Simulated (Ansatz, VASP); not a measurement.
# KCl in VASP and in Ansatz

File INCAR:

```
PREC = Accurate ; ENCUT = 520
EDIFF = 1E-8 ; ISMEAR = -1
SIGMA = 0.02 ; LREAL = False
LASPH = True ; NELM = 60
ALGO = Normal ; ISIF = 2
LWAVE = False ; LCHARG = False
GGA = PE ; LEFG = True
NBANDS = 15
```

File KPOINTS:

```
Automatic mesh
0
Gamma
  7 7 7
```

The input POSCAR:

```
KCl
1.0
    3.5604469802      0.0000000000      0.0000000000
    0.0000000000      3.5604469802      0.0000000000
    0.0000000000      0.0000000000      3.5604469802
K Cl
1 1
Direct
    0.0000000000      0.0000000000      0.0000000000
    0.5000000000      0.5000000000      0.5000000000
```

Input for Ansatz:

```yaml
crystal:
  lattice:
    - [3.5604469802, 0.0, 0.0]
    - [0.0, 3.5604469802, 0.0]
    - [0.0, 0.0, 3.5604469802]
  atoms:
    - { symbol: K, position: [0.0, 0.0, 0.0] }
    - { symbol: Cl, position: [0.5, 0.5, 0.5] }
kpoints:
  mp_grid: { grid: [7, 7, 7] }
scf:
  occupations: { method: fermi_dirac, width: 0.02 }
hamiltonian:
  xc: pbe
  pseudopotentials: { kind: all_electron, datasets: crystal }
output:
  forces: true
  stress: true
  eigenvalues: true
  efg: { contact_densities: true }
```

Change from the starting cell: volume scaled by 0.9405, crystal datasets.

Alike in both runs: task electric field gradients; functional PBE; k mesh 7 × 7 × 7; occupations fermi-dirac, width 0.02 eV; no spin polarisation.

|  | VASP | Ansatz |
| --- | --- | --- |
| version | VASP 6.6.1 | Ansatz 0.2.0 |
| potentials or method | VASP PAW PBE potentials, release 64 (K_sv, Cl), cutoff 520 eV | all-electron PAW with datasets made for the crystal, scalar-relativistic |

```tsv
	VASP	Ansatz	Ansatz less VASP
gap on the k mesh at the Fermi level (eV)	5.97	5.97	+0.003
pressure (GPa)	7.2	7.1	-0.10
```

Ansatz ran all-electron here, and VASP with PAW potentials.
